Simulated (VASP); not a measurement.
# AlFe (CsCl type) (Pm-3m) in VASP: further runs, part 2 of 2

VASP 6.6.1. The steps go on from the part before.

### 4 Single point, HSE06

This run uses another cell than the first one, of 12.29 Å³/atom.

POSCAR reads:

```
AlFe
1.0
    2.9077674890      0.0000000000      0.0000000000
    0.0000000000      2.9077674890      0.0000000000
    0.0000000000      0.0000000000      2.9077674890
Fe Al
1 1
Direct
    0.0000000000      0.0000000000      0.0000000000
    0.5000000000      0.5000000000      0.5000000000
```

INCAR.step1 reads:

```
SYSTEM = AlFe
ALGO = Normal ; EDIFF = 1E-5
ENCUT = 520 ; GGA = PE
ISIF = 2 ; ISMEAR = -1
LASPH = .True. ; LCHARG = .False.
LREAL = .False. ; LWAVE = .True.
NBANDS = 12 ; NELM = 60
PREC = Accurate ; SIGMA = 0.1
```

INCAR.step2 reads:

```
SYSTEM = AlFe
ALGO = Normal ; EDIFF = 1E-6
ENCUT = 520 ; GGA = PE
HFSCREEN = 0.2079 ; ISIF = 2
ISMEAR = -1 ; ISTART = 1
LASPH = .True. ; LCHARG = .False.
LHFCALC = .True. ; LREAL = .False.
LWAVE = .False. ; NBANDS = 12
NELM = 60 ; PREC = Accurate
PRECFOCK = Normal ; SIGMA = 0.1
```

KPOINTS reads:

```
k-points
0
Gamma
  4 4 4
  0 0 0
```

Potentials or basis: VASP PAW PBE potentials, release 64 (Fe, Al).

Run with:

```console
cat potpaw_PBE.64/Fe/POTCAR potpaw_PBE.64/Al/POTCAR > POTCAR
cp INCAR.step1 INCAR
mpirun -np 1 vasp_std > vasp.out
cp INCAR.step2 INCAR
mpirun -np 1 vasp_std > vasp.out
```

OUTCAR:

```text
SYSTEM = AlFe
   EDIFF = 1E-6
   ENCUT = 520
   GGA = PE
   HFSCREEN = 0.2079
   ISIF = 2
   ISMEAR = -1
   ISTART = 1
   LASPH = .True.
   LHFCALC = .True.
   LREAL = .False.
   NELM = 60
   PREC = Accurate
   PRECFOCK = Normal

 ion  position               nearest neighbor table
   1  0.000  0.000  0.000-   2 2.52   2 2.52   2 2.52   2 2.52   2 2.52   2 2.52   2 2.52   2 2.52

   2  0.500  0.500  0.500-   1 2.52   1 2.52   1 2.52   1 2.52   1 2.52   1 2.52   1 2.52   1 2.52

  LATTYP: Found a simple cubic cell.
 ALAT       =     2.9077674890

  Lattice vectors:

 A1 = (   2.9077674890,   0.0000000000,   0.0000000000)
 A2 = (   0.0000000000,   2.9077674890,   0.0000000000)
 A3 = (   0.0000000000,   0.0000000000,   2.9077674890)

Analysis of symmetry for initial positions (statically):
=====================================================================
 Subroutine PRICEL returns:
 Original cell was already a primitive cell.

 Routine SETGRP: Setting up the symmetry group for a
 simple cubic supercell.

 Subroutine GETGRP returns: Found 48 space group operations
 (whereof 48 operations were pure point group operations)
 out of a pool of 48 trial point group operations.

The static configuration has the point symmetry O_h .

Analysis of symmetry for dynamics (positions and initial velocities):
=====================================================================
 Subroutine PRICEL returns:
 Original cell was already a primitive cell.

 Routine SETGRP: Setting up the symmetry group for a
 simple cubic supercell.

 Subroutine GETGRP returns: Found 48 space group operations
 (whereof 48 operations were pure point group operations)
 out of a pool of 48 trial point group operations.

The dynamic configuration has the point symmetry O_h .

 Subroutine INISYM returns: Found 48 space group operations
 (whereof 48 operations are pure point group operations),
 and found     1 'primitive' translations

----------------------------------------------------------------------------------------
[... 114 lines left out ...]
   IVDW    =     0    specifies the selected vdW correction
   LEPSILON=     F    determine dielectric tensor
   LRPA    =     F    only Hartree local field effects (RPA)
 non-spin polarized calculation
  energy-cutoff  :      520.00
  volume of cell :       24.59
 maximum number of plane-waves:       691
 NGX is ok and might be reduce to    24
  NGX = 18; NGY = 18; NGZ = 18

 number of electron      10.9999995 magnetization

 Free energy of the ion-electron system (eV)
  ---------------------------------------------------
  ext. energy  EPLUGINS =         0.00000000
  ---------------------------------------------------
  free energy    TOTEN  =       -15.02400248 eV

  energy without entropy =      -14.98464631  energy(sigma->0) =      -15.00432440

 E-fermi :   6.9233     XC(G=0):  -9.7887

 val. band max:        6.8638120890   @ k =   0.2500   0.0000   0.0000
 cond. band min:       6.9543190503   @ k =   0.5000   0.0000   0.0000
 fundamental gap:      0.0905069612
 Fermi energy:         6.9233033826

 k-point     1 :       0.0000    0.0000    0.0000
  band No.  band energies     occupation
      1      -4.0647      2.00000
      2       4.9681      2.00000
      3       4.9681      2.00000
      4       6.7758      1.62756
      5       6.7758      1.62752
      6       6.7758      1.62750
      7      14.3827      0.00000
      8      14.3827      0.00000
      9      14.3827      0.00000
     10      17.9141      0.00000
     11      17.9141      0.00000
     12      23.8143      0.00000
[... 121 lines left out ...]
 k-point    10 :       0.5000    0.5000    0.5000
  band No.  band energies     occupation
      1       3.1761      2.00000
      2       3.1761      2.00000
      3       3.1761      2.00000
      4       9.0433      0.00000
      5       9.0433      0.00000
      6      10.9204      0.00000
      7      10.9204      0.00000
      8      10.9204      0.00000
      9      11.9736      0.00000
     10      14.0729      0.00000
     11      14.0729      0.00000
     12      14.0729      0.00000

------------------------ aborting loop because EDIFF is reached ----------------------------------------

  FORCE on cell =-STRESS in cart. coord.  units (eV):
  Direction    XX          YY          ZZ          XY          YZ          ZX
  --------------------------------------------------------------------------------------
  -------------------------------------------------------------------------------------
  Total       -2.4475521     -2.4475521     -2.4475521      0.0000000      0.0000000     -0.0000000
  in kB     -159.5010345   -159.5010345   -159.5010345      0.0000000      0.0000000     -0.0000000
  external PRESSURE =    -159.5010345 kB  Pullay stress =       0.0000000 kB

 VOLUME and BASIS-vectors are now :
 -----------------------------------------------------------------------------
  energy-cutoff  :      520.00
  volume of cell :       24.59
      direct lattice vectors                 reciprocal lattice vectors
     2.907767489  0.000000000  0.000000000     0.343906452  0.000000000  0.000000000
     0.000000000  2.907767489  0.000000000     0.000000000  0.343906452  0.000000000
     0.000000000  0.000000000  2.907767489     0.000000000  0.000000000  0.343906452

 POSITION                                       TOTAL-FORCE (eV/Angst)
 -----------------------------------------------------------------------------------
      0.00000      0.00000      0.00000         0.000000      0.000000      0.000000
      1.45388      1.45388      1.45388         0.000000      0.000000      0.000000
 -----------------------------------------------------------------------------------
    total drift:                               -0.000001     -0.000001     -0.000001

  FREE ENERGIE OF THE ION-ELECTRON SYSTEM (eV)
  ---------------------------------------------------
  free  energy   TOTEN  =       -15.0240024830 eV

  energy  without entropy=      -14.9846463145  energy(sigma->0) =      -15.00432440
```

OUTCAR.step1:

```text
SYSTEM = AlFe
   EDIFF = 1E-5
   ENCUT = 520
   GGA = PE
   ISIF = 2
   ISMEAR = -1
   LASPH = .True.
[... 355 lines left out ...]
      0.00000      0.00000      0.00000         0.000000      0.000000      0.000000
      1.45388      1.45388      1.45388         0.000000      0.000000      0.000000
 -----------------------------------------------------------------------------------
    total drift:                               -0.000000      0.000000      0.000000

  FREE ENERGIE OF THE ION-ELECTRON SYSTEM (eV)
  ---------------------------------------------------
  free  energy   TOTEN  =       -12.7314055179 eV

  energy  without entropy=      -12.6692747408  energy(sigma->0) =      -12.70034013
```

OSZICAR.step1:

```text
N       E                     dE             d eps       ncg     rms          rms(c)
DAV:   1     0.332833551982E+02    0.33283E+02   -0.47376E+03   240   0.898E+02
DAV:   2    -0.131433745346E+02   -0.46427E+02   -0.42707E+02   244   0.159E+02
DAV:   3    -0.145988694139E+02   -0.14555E+01   -0.14288E+01   312   0.350E+01
DAV:   4    -0.146191421015E+02   -0.20273E-01   -0.20264E-01   272   0.355E+00
DAV:   5    -0.146196729863E+02   -0.53088E-03   -0.53088E-03   300   0.645E-01    0.134E+01
DAV:   6    -0.168290148769E+02   -0.22093E+01   -0.52302E+01   272   0.997E+01    0.186E+01
DAV:   7    -0.127608704948E+02    0.40681E+01   -0.31998E+01   268   0.643E+01    0.236E+00
DAV:   8    -0.127438550660E+02    0.17015E-01   -0.15111E-01   280   0.321E+00    0.150E+00
DAV:   9    -0.127318500412E+02    0.12005E-01   -0.38493E-02   280   0.258E+00    0.344E-01
DAV:  10    -0.127314233477E+02    0.42669E-03   -0.16629E-03   332   0.490E-01    0.150E-01
DAV:  11    -0.127314087098E+02    0.14638E-04   -0.25582E-05   224   0.463E-02    0.175E-02
DAV:  12    -0.127314055179E+02    0.31919E-05   -0.14953E-05   144   0.442E-02
   1 F= -.12731406E+02 E0= -.12700340E+02  d E =-.621308E-01
```

Wall time 3.7 min (1 thread of AMD EPYC 7R43 (Zen 3), shared host); peak memory 0.21 GiB.

Results:

* Free energy: -15.0240 eV
* Pressure: -16.0 GPa
* Band gap on the k mesh: zero (an odd number of electrons rules out a gap without spin polarisation)

Levels at points of the mesh, in eV from the Fermi level:
```
           k point  band 2  band 3  band 4  band 5  band 6  band 7  band 8  band 9  band 10  band 11
(0.00, 0.00, 0.00)   -1.96   -1.96   -0.15   -0.15   -0.15    7.46    7.46    7.46    10.99    10.99
(0.50, 0.00, 0.00)   -6.11   -1.22   -1.22   -1.22    0.03    2.63    9.95   12.51    12.51    13.28
(0.50, 0.50, 0.00)   -2.05   -1.86   -1.86   -0.91   -0.91    2.15    4.89    5.09    14.01    17.42
(0.50, 0.50, 0.50)   -3.75   -3.75    2.12    2.12    4.00    4.00    4.00    5.05     7.15     7.15
```

Caveat: the k points lie up to 0.54 Å⁻¹ apart, too coarse for converged energies and pressures of a metal; the PAW data sets were made with another functional, which shifts forces and pressure a little; the run has no spin polarisation, though such a crystal can be magnetic.

The gap in the log of VASP goes by the Fermi energy; the results here count the filled bands.